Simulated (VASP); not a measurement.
# SiP5 (R-3m) in VASP: notebook, part 2 of 2

VASP 6.6.1.

### 4 Single point, PBE

This run uses another cell than the first one, of 16.67 Å³/atom.

Contents of INCAR:

```
PREC     = Accurate       # precision mode
ENCUT    = 520            # plane-wave cutoff, eV
EDIFF    = 1E-7           # SCF threshold, eV
ISMEAR   = 0              # smearing method
SIGMA    = 0.1            # smearing width, eV
LREAL    = False          # projectors in reciprocal space
LASPH    = True           # aspherical terms in the spheres
NELM     = 100            # most SCF steps
ALGO     = Normal         # electronic algorithm
ISIF     = 2              # what is computed and relaxed
LWAVE    = False          # write WAVECAR
LCHARG   = True           # write CHGCAR
GGA      = PE             # functional
LELF     = True           # ELF
LVHAR    = True         
NBANDS   = 24             # bands
```

Contents of KPOINTS:

```
regular mesh
0
Gamma
  6 6 6
```

Contents of POSCAR:

```
SiP5
1.0
    3.1725709353      1.8316846835      2.8678587406
   -3.1725709353      1.8316846835      2.8678587406
    0.0000000000     -3.6633693671      2.8678587406
Si P
1 5
Direct
    0.5000000000      0.5000000000      0.5000000000
    0.5000000000      0.5000000000      0.0000000000
    0.0000000000      0.5000000000      0.5000000000
    0.5000000000      0.0000000000      0.5000000000
    0.8559975440      0.8559975440      0.8559975440
    0.1440024560      0.1440024560      0.1440024560
```

Potentials or basis: VASP PAW PBE potentials, release 64 (Si, P).

On the command line:

```
> cat potpaw_PBE.64/Si/POTCAR potpaw_PBE.64/P/POTCAR > POTCAR
> mpirun -np 1 vasp_std > vasp.out
```

OUTCAR:

```text
PREC = Accurate
   ENCUT = 520
   EDIFF = 1E-7
   ISMEAR = 0
   LREAL = False
   LASPH = True
   NELM = 100
   ISIF = 2
   GGA = PE

 ion  position               nearest neighbor table
   1  0.500  0.500  0.500-   3 2.33   4 2.33   4 2.33   3 2.33   2 2.33   2 2.33
   2  0.500  0.500  0.000-   1 2.33   1 2.33   6 2.45   5 2.45
   3  0.000  0.500  0.500-   1 2.33   1 2.33   6 2.45   5 2.45
   4  0.500  0.000  0.500-   1 2.33   1 2.33   6 2.45   5 2.45
   5  0.856  0.856  0.856-   2 2.45   3 2.45   4 2.45   6 2.48
   6  0.144  0.144  0.144-   2 2.45   3 2.45   4 2.45   5 2.48

  LATTYP: Found a trigonal (rhomboedric) cell.
 ALAT       =     4.6524067831
 COS(alpha) =     0.0699692295

  Lattice vectors:

 A1 = (   3.1725709353,   1.8316846835,   2.8678587406)
 A2 = (  -3.1725709353,   1.8316846835,   2.8678587406)
 A3 = (   0.0000000000,  -3.6633693671,   2.8678587406)

Analysis of symmetry for initial positions (statically):
=====================================================================
 Subroutine PRICEL returns:
 Original cell was already a primitive cell.

 Routine SETGRP: Setting up the symmetry group for a
 trigonal (rhombohedral) supercell.

 Subroutine GETGRP returns: Found 12 space group operations
 (whereof 12 operations were pure point group operations)
 out of a pool of 12 trial point group operations.

The static configuration has the point symmetry D_3d.

Analysis of symmetry for dynamics (positions and initial velocities):
=====================================================================
 Subroutine PRICEL returns:
 Original cell was already a primitive cell.

 Routine SETGRP: Setting up the symmetry group for a
 trigonal (rhombohedral) supercell.

 Subroutine GETGRP returns: Found 12 space group operations
 (whereof 12 operations were pure point group operations)
 out of a pool of 12 trial point group operations.

The dynamic configuration has the point symmetry D_3d.

 Subroutine INISYM returns: Found 12 space group operations
 (whereof 12 operations are pure point group operations),
 and found     1 'primitive' translations

----------------------------------------------------------------------------------------

                                     Primitive cell

  volume of cell :      99.9933

  direct lattice vectors                    reciprocal lattice vectors
     3.172570935  1.831684684  2.867858741     0.157600889  0.090990916  0.116230736
    -3.172570935  1.831684684  2.867858741    -0.157600889  0.090990916  0.116230736
     0.000000000 -3.663369367  2.867858741     0.000000000 -0.181981831  0.116230736

  length of vectors
     4.652406783  4.652406783  4.652406783     0.215932793  0.215932793  0.215932793

  position of ions in fractional coordinates (direct lattice)
     0.500000000  0.500000000  0.500000000
     0.500000000  0.500000000  0.000000000
     1.000000000  0.500000000  0.500000000
     0.500000000  1.000000000  0.500000000
     0.855997544  0.855997544  0.855997544
     0.144002456  0.144002456  0.144002456

  ion indices of the primitive-cell ions
   primitive index   ion index
                 1           1
                 2           2
                 3           3
                 4           4
[... 23 lines left out ...]

 Subroutine IBZKPT returns following result:
 ===========================================

 Found     32 irreducible k-points:

 Following reciprocal coordinates:
            Coordinates               Weight
  0.000000  0.000000  0.000000      1.000000
  0.166667 -0.000000  0.000000      6.000000
  0.333333 -0.000000  0.000000      6.000000
  0.500000 -0.000000  0.000000      3.000000
  0.166667  0.166667  0.000000      6.000000
  0.333333  0.166667  0.000000     12.000000
[... 16 lines left out ...]
  0.500000  0.500000  0.166667      6.000000
 -0.333333  0.500000  0.166667     12.000000
 [... further k-points ...]
   k-points           NKPTS =     32   k-points in BZ     NKDIM =     32   number of bands    NBANDS=     24
   number of dos      NEDOS =    301   number of ions     NIONS =      6
[... 18 lines left out ...]
   EDIFFG = 0.1E-05   stopping-criterion for IOM
   NSW    =      0    number of steps for IOM
   IBRION =     -1    ionic relax: 0-MD 1-quasi-New 2-CG
   NFREE  =      0    steps in history (QN), initial steepest desc. (CG)
   ISIF   =      2    stress and relaxation
   ISYM   =      2    0-nonsym 1-usesym 2-fastsym
   POTIM  = 0.5000    time-step for ionic-motion
   TEBEG  =    0.0;   TEEND  =   0.0 temperature during run
   PSTRESS=    0.0 pullay stress
   NELECT =      29.0000    total number of electrons
   NUPDOWN=      -1.0000    fix difference up-down
   EMIN   =  10.00;   EMAX   =-10.00  energy-range for DOS
   EFERMI =   0.00;   METHOD = LEGACY
   ISMEAR =     0;   SIGMA  =   0.10  broadening in eV -4-tet -1-fermi 0-gaus
   EFERMI_NEDOS =   21; number of points for ismear=-14 and -15
   IALGO  =     38    algorithm
   IMIX   =      4    mixing-type and parameters
     AMIX     =   0.40;   BMIX     =  1.00
     AMIX_MAG =   1.60;   BMIX_MAG =  1.00
  volume/ion in A,a.u.               =      16.67       112.46
  Fermi-wavevector in a.u.,A,eV,Ry     =   1.083637  2.047777 15.976901  1.174269
  Thomas-Fermi vector in A             =   2.219708
   LORBIT       =      0    0 simple, 1 ext, 2 COOP (PROOUT), +10 PAW based schemes
   GGA     = PE    functional components
   LHFCALC =     F    Hartree Fock is set to
   AEXX    =    0.0000 exact exchange contribution
   IVDW    =     0    specifies the selected vdW correction
   LEPSILON=     F    determine dielectric tensor
   LRPA    =     F    only Hartree local field effects (RPA)
 non-spin polarized calculation
 Gauss-broadening in eV      SIGMA  =   0.10
  energy-cutoff  :      520.00
  volume of cell :       99.99
 maximum number of plane-waves:      2706
 NGX is ok and might be reduce to    36
   NGX = 17   NGY = 17   NGZ = 17

 number of electron      29.0000002 magnetization

 Free energy of the ion-electron system (eV)
  ---------------------------------------------------
  ext. energy  EPLUGINS =         0.00000000
  ---------------------------------------------------
  free energy    TOTEN  =       -28.97961510 eV

  energy without entropy =      -28.96045942  energy(sigma->0) =      -28.97003726

 E-fermi :   7.6115     XC(G=0): -10.6120

 val. band max:        7.5943511897   @ k =  -0.3333   0.3333   0.0000
 cond. band min:       7.6145884796   @ k =  -0.3333   0.3333   0.1667
 fundamental gap:      0.0202372899
 Fermi energy:         7.6115077067

 k-point     1 :       0.0000    0.0000    0.0000
  band No.  band energies     occupation
      1      -7.5418      2.00000
      2      -2.9494      2.00000
      3      -2.1838      2.00000
      4      -2.0778      2.00000
      5      -2.0778      2.00000
      6       1.4031      2.00000
[... 637 lines left out ...]
     23      13.6935      0.00000
     24      14.6700      0.00000

 [... further k-points ...]
[... 5 lines left out ...]
  --------------------------------------------------------------------------------------
  -------------------------------------------------------------------------------------
  Total       -0.0967442     -0.0967442     -0.1175001      0.0000000      0.0000000      0.0000000
  in kB       -1.5501161     -1.5501161     -1.8826849      0.0000000      0.0000000      0.0000000
  external PRESSURE =      -1.6609724 kB  Pullay stress =       0.0000000 kB

 VOLUME and BASIS-vectors are now :
 -----------------------------------------------------------------------------
  energy-cutoff  :      520.00
  volume of cell :       99.99
      direct lattice vectors                 reciprocal lattice vectors
     3.172570935  1.831684684  2.867858741     0.157600889  0.090990916  0.116230736
    -3.172570935  1.831684684  2.867858741    -0.157600889  0.090990916  0.116230736
     0.000000000 -3.663369367  2.867858741     0.000000000 -0.181981831  0.116230736

 POSITION                                       TOTAL-FORCE (eV/Angst)
 -----------------------------------------------------------------------------------
      0.00000     -0.00000      4.30179        -0.000000      0.000000      0.000000
      0.00000      1.83168      2.86786        -0.000000      0.000000      0.000000
     -1.58629     -0.91584      2.86786         0.000000      0.000000      0.000000
      1.58629     -0.91584      2.86786         0.000000      0.000000      0.000000
      0.00000     -0.00000      7.36464        -0.000000      0.000000     -0.025189
      0.00000     -0.00000      1.23894        -0.000000     -0.000000      0.025189
 -----------------------------------------------------------------------------------
    total drift:                               -0.000000     -0.000000      0.000000

  FREE ENERGIE OF THE ION-ELECTRON SYSTEM (eV)
  ---------------------------------------------------
  free  energy   TOTEN  =       -28.9796151023 eV

  energy  without entropy=      -28.9604594249  energy(sigma->0) =      -28.97003726
```

It took 39 s on 1 thread of AMD EPYC 9R45 (Zen 5), shared host; peak memory 0.19 GiB.

Results:

| Quantity | Value |
| --- | --- |
| Free energy | -28.9796 eV |
| Pressure | -0.2 GPa |
| Largest force | 0.025 eV/Å |
| Band gap on the k mesh | zero (an odd number of electrons rules out a gap without spin polarisation) |

Forces in eV/Å, atoms in the order of the input:
```
Si   0.000  0.000  0.000
P    0.000  0.000  0.000
P    0.000  0.000  0.000
P    0.000  0.000  0.000
P    0.000  0.000 -0.025
P    0.000  0.000  0.025
```

Levels at points of the mesh, in eV from the Fermi level:
| k point | band 11 | band 12 | band 13 | band 14 | band 15 | band 16 | band 17 | band 18 |
| --- | --- | --- | --- | --- | --- | --- | --- | --- |
| (0.00, 0.00, 0.00) | -3.24 | -0.87 | -0.87 | -0.85 | -0.75 | -0.75 | 0.30 | 0.34 |
| (0.50, 0.00, 0.00) | -2.83 | -2.82 | -0.87 | -0.60 | -0.14 | 0.04 | 0.15 | 2.06 |
| (0.50, 0.50, 0.00) | -3.12 | -3.02 | -0.77 | 0.03 | 0.47 | 0.66 | 0.74 | 2.95 |
| (0.50, 0.50, 0.50) | -0.73 | -0.58 | 0.27 | 0.27 | 0.77 | 0.77 | 1.97 | 2.20 |

### 5 Relaxation of cell and atoms, PBE

This run uses another cell than the first one, of 33.79 Å³/atom.

Contents of INCAR:

```
ALGO = Normal ; EDIFF = 1E-6
EDIFFG = -0.04 ; ENCUT = 600
GGA = PE ; IBRION = 2
ISIF = 3 ; ISMEAR = 0
LASPH = T ; LCHARG = F
LREAL = F ; LWAVE = F
NELM = 80 ; NSW = 90
PREC = Accurate ; SIGMA = 0.1
```

Contents of KPOINTS:

```
k-points
0
Gamma
  3 3 3
```

Contents of POSCAR:

```
SiP5
1.0
    3.3957102500      1.9605142200      5.0757160100
   -3.3957102500      1.9605142200      5.0757160100
    0.0000000000     -3.9210284500      5.0757160100
Si P
1 5
Direct
    0.5000000000      0.5000000000      0.5000000000
    0.5000000000      0.5000000000      0.0000000000
    0.0000000000      0.5000000000      0.5000000000
    0.5000000000      0.0000000000      0.5000000000
    0.6393566800      0.6393566800      0.6393566800
    0.3606433200      0.3606433200      0.3606433200
```

On the command line:

```
> cat potpaw_PBE.64/Si/POTCAR potpaw_PBE.64/P/POTCAR > POTCAR
> mpirun -np 1 vasp_std > vasp.out
```

It took 15 min on 1 thread of AMD EPYC 9R45 (Zen 5), shared host; peak memory 0.4 GiB.

It converged, with:

| Item | Value |
| --- | --- |
| Free energy | -29.3936 eV |
| Relaxed volume | 17.05 Å³/atom |
| Relaxed cell | a = 4.697 Å, b = 4.697 Å, c = 4.697 Å, α = 84.48°, β = 84.48°, γ = 84.48° |
| Space group after relaxing (to 0.1 Å) | R-3m (No. 166) |
| Pressure after relaxing | 0.1 GPa |
| Largest force after relaxing | 0.013 eV/Å |
| Band gap on the k mesh | zero (an odd number of electrons rules out a gap without spin polarisation) |

Forces in eV/Å, atoms in the order of the input:
```
Si   0.000  0.000  0.000
P    0.000  0.000  0.000
P    0.000  0.000  0.000
P    0.000  0.000  0.000
P    0.000  0.000  0.013
P    0.000  0.000 -0.013
```

Stress tensor (GPa, compression positive):
```
-0.02  0.00  0.00
 0.00 -0.02  0.00
 0.00  0.00  0.33
```

Final structure:
```
Si P
1.0
     3.15762    1.82305    2.96137
    -3.15762    1.82305    2.96137
     0.00000   -3.64610    2.96137
Si P
1 5
Direct
  0.50000 0.50000 0.50000
  0.50000 0.50000 0.00000
  0.00000 0.50000 0.50000
  0.50000 0.00000 0.50000
  0.83770 0.83770 0.83770
  0.16230 0.16230 0.16230
```

Levels at points of the mesh, in eV from the Fermi level:
| k point | band 11 | band 12 | band 13 | band 14 | band 15 | band 16 | band 17 | band 18 |
| --- | --- | --- | --- | --- | --- | --- | --- | --- |
| (0.00, 0.00, 0.00) | -3.54 | -0.97 | -0.97 | -0.90 | -0.60 | -0.60 | -0.51 | 0.53 |

Caveat: the k points lie up to 0.45 Å⁻¹ apart in the final cell, too coarse for converged energies and pressures of a metal; the volume moved by over 15 % at a fixed basis, so the end points are rough.

### 6 Relaxation of cell and atoms, PBE

Contents of INCAR:

```
PREC = Accurate
ENCUT = 600
EDIFF = 1E-6
ISMEAR = 0
SIGMA = 0.1
LREAL = F
LASPH = T
NELM = 100
ALGO = Normal
ISIF = 3
LWAVE = F
LCHARG = F
GGA = PE
IBRION = 2
NSW = 90
EDIFFG = -0.04
```

Contents of KPOINTS:

```
regular mesh
0
Gamma
  6 6 6
```

Contents of POSCAR:

```
SiP5
1.0
    3.0961557113      1.7875663334      3.1576577583
   -3.0961557113      1.7875663334      3.1576577583
    0.0000000000     -3.5751326668      3.1576577583
Si P
1 5
Direct
    0.5000000000      0.5000000000      0.5000000000
    0.5000000000      0.5000000000      0.0000000000
    0.0000000000      0.5000000000      0.5000000000
    0.5000000000      0.0000000000      0.5000000000
    0.8266636617      0.8266636617      0.8266636617
    0.1733363383      0.1733363383      0.1733363383
```

Potentials or basis: VASP PAW PBE potentials, release 64 (Si, P).

On the command line:

```
> cat potpaw_PBE.64/Si/POTCAR potpaw_PBE.64/P/POTCAR > POTCAR
> mpirun -np 1 vasp_std > vasp.out
```

Wall time 5 min (1 thread of AMD EPYC 9R45 (Zen 5), shared host); peak memory 0.24 GiB.

Results (log left out):

```
Free energy                           : -28.9771 eV
Relaxed volume                        : 16.68 Å³/atom
Relaxed cell                          : a = 4.660 Å, b = 4.660 Å, c = 4.660 Å, α = 84.95°, β = 84.95°, γ = 84.95°
Space group after relaxing (to 0.1 Å) : R-3m (No. 166)
Energy gained by relaxing             : 8.5 meV/atom
Ionic steps                           : 16
Pressure after relaxing               : 0.0 GPa
Largest force after relaxing          : 0.037 eV/Å
Band gap on the k mesh                : zero (an odd number of electrons rules out a gap without spin polarisation)
```

Forces in eV/Å, atoms in the order of the input:
```
Si   0.000  0.000  0.000
P    0.000  0.000  0.000
P    0.000  0.000  0.000
P    0.000  0.000  0.000
P    0.000  0.000  0.037
P    0.000  0.000 -0.037
```

Stress tensor (GPa, compression positive):
```
 0.08  0.00  0.00
 0.00  0.08  0.00
 0.00  0.00 -0.03
```

The path:
| step | energy change (eV) | largest force (eV/Å) | pressure (GPa) | volume (Å³) |
| --- | --- | --- | --- | --- |
| 1 | 0.0000 | 0.0908 | -0.25 | 104.86 |
| 2 | -0.0060 | 0.1627 | 0.08 | 104.44 |
| 3 | -0.0080 | 0.2301 | 0.39 | 104.06 |
| 4 | -0.0121 | 0.1754 | -0.03 | 104.28 |
| 5 | -0.0145 | 0.0911 | -0.73 | 104.67 |
| 6 | -0.0180 | 0.0809 | -0.61 | 104.19 |
| 7 | -0.0261 | 0.0708 | -0.22 | 102.75 |
| 8 | -0.0332 | 0.0353 | 0.82 | 99.89 |
| 9 | -0.0354 | 0.0173 | 0.79 | 99.69 |
| 10 | -0.0400 | 0.0418 | 0.80 | 99.09 |
| 11 | -0.0403 | 0.0723 | 0.85 | 98.81 |
| 12 | -0.0443 | 0.0730 | 0.47 | 99.26 |
| 13 | -0.0484 | 0.0705 | -0.59 | 100.60 |
| 14 | -0.0485 | 0.0713 | -0.46 | 100.43 |
| 15 | -0.0503 | 0.0169 | -0.20 | 100.26 |
| 16 | -0.0509 | 0.0374 | 0.05 | 100.10 |

Final structure:
```
CELL_PARAMETERS angstrom
3.14700 1.81692 2.91762
-3.14700 1.81692 2.91762
0.00000 -3.63384 2.91762
ATOMIC_POSITIONS crystal
Si 0.50000 0.50000 0.50000
P 0.50000 0.50000 0.00000
P 0.00000 0.50000 0.50000
P 0.50000 0.00000 0.50000
P 0.85088 0.85088 0.85088
P 0.14912 0.14912 0.14912
```

Levels at points of the mesh, in eV from the Fermi level:
```csv
k point,band 10,band 11,band 12,band 13,band 14,band 15,band 16,band 17,band 18
"(0.00, 0.00, 0.00)",-3.30,-3.30,-0.91,-0.91,-0.85,-0.85,-0.75,-0.17,0.46
"(0.50, 0.00, 0.00)",-3.25,-3.02,-2.75,-0.89,-0.63,-0.04,0.07,0.18,2.08
"(0.50, 0.50, 0.00)",-3.49,-3.04,-2.98,-0.82,0.01,0.49,0.68,0.74,2.52
"(0.50, 0.50, 0.50)",-0.92,-0.84,-0.84,0.26,0.26,0.74,0.74,1.98,2.22
```

### 7 Single point, PBE

This run uses another cell than the first one, of 16.78 Å³/atom.

Contents of INCAR:

```
SYSTEM = SiP5
PREC = Accurate
ENCUT = 520
EDIFF = 1E-7
ISMEAR = 0
SIGMA = 0.1
LREAL = .False.
LASPH = .True.
NELM = 80
ALGO = Normal
ISIF = 2
LWAVE = .False.
LCHARG = .False.
GGA = PE
NBANDS = 24
```

Contents of KPOINTS:

```
regular mesh
0
Gamma
  12 12 12
  0 0 0
```

Contents of POSCAR:

```
SiP5
1.0
    3.2755128490      1.8911182251      2.7093872592
   -3.2755128490      1.8911182251      2.7093872592
    0.0000000000     -3.7822364502      2.7093872592
Si P
1 5
Direct
    0.5000000000      0.5000000000      0.5000000000
    0.5000000000      0.5000000000      0.0000000000
    0.0000000000      0.5000000000      0.5000000000
    0.5000000000      0.0000000000      0.5000000000
    0.8621260453      0.8621260453      0.8621260453
    0.1378739547      0.1378739547      0.1378739547
```

On the command line:

```
> cat potpaw_PBE.64/Si/POTCAR potpaw_PBE.64/P/POTCAR > POTCAR
> mpirun -np 1 vasp_std > vasp.out
```

Run time: 3.4 min. Hardware: 1 thread of AMD EPYC 9R45 (Zen 5), shared host; peak memory 0.41 GiB.

It converged, with:

```
Free energy            : -29.0309 eV
Pressure               : -0.1 GPa
Largest force          : 0.012 eV/Å
Band gap on the k mesh : zero (an odd number of electrons rules out a gap without spin polarisation)
```

Forces on the atoms (eV/Å):
```
Si   0.000  0.000  0.000
P    0.000  0.000  0.000
P    0.000  0.000  0.000
P    0.000  0.000  0.000
P    0.000  0.000  0.012
P    0.000  0.000 -0.012
```

Stress tensor (GPa, compression positive):
```
-0.09  0.00  0.00
 0.00 -0.09  0.00
 0.00  0.00 -0.23
```

Levels at points of the mesh, in eV from the Fermi level:
```tsv
k point	band 12	band 13	band 14	band 15	band 16	band 17	band 18	band 19
(0.00, 0.00, 0.00)	-1.44	-0.49	-0.49	-0.14	-0.14	-0.10	1.78	2.57
(0.50, 0.00, 0.00)	-2.40	-0.74	-0.51	-0.47	-0.32	0.61	2.21	2.47
(0.50, 0.50, 0.00)	-3.13	-0.71	0.29	0.32	0.74	0.82	3.66	4.03
(0.50, 0.50, 0.50)	0.31	0.31	0.42	0.78	0.78	1.97	1.98	2.61
```

### 8 The runs side by side

| task | cell | k mesh | cutoff (eV) | gap on the mesh (eV) | pressure (GPa) | relaxed volume (Å³/atom) | largest force (eV/Å) |
| --- | --- | --- | --- | --- | --- | --- | --- |
| single point | a = 4.770 Å, angles 80.9°, 6 atoms, atomic positions A | 3 × 3 × 3 | 520 | none | -0.2 | - | 0.05 |
| single point | a = 6.414 Å, angles 63.9°, 6 atoms, atomic positions B | 3 × 3 × 3 | 520 | none | 11.2 | - | 0.37 |
| single point | a = 4.652 Å, angles 86.0°, 6 atoms, atomic positions C | 6 × 6 × 6 | 520 | none | -0.2 | - | 0.03 |
| relaxation of cell and atoms | relaxed from a = 6.414 Å, angles 63.9°, 6 atoms, atomic positions B | 3 × 3 × 3 | 600 | none | 0.1 | 17.05 | 0.01 |
| relaxation of cell and atoms | relaxed from a = 4.770 Å, angles 80.9°, 6 atoms, atomic positions A | 6 × 6 × 6 | 600 | none | 0.0 | 16.68 | 0.04 |
| single point | a = 4.653 Å, angles 89.5°, 6 atoms, atomic positions D | 12 × 12 × 12 | 520 | none | -0.1 | - | 0.01 |

Alike in all rows: level PBE; potentials or basis VASP PAW PBE potentials, release 64 (Si, P); no spin polarisation; smearing gaussian 0.1 eV.

Caveats: some runs use coarse meshes; the volume moved by over 15 % at a fixed basis, so the end points are rough (at least some runs).

Total energies depend on the potentials used, so only differences within one code and one set of settings carry meaning.
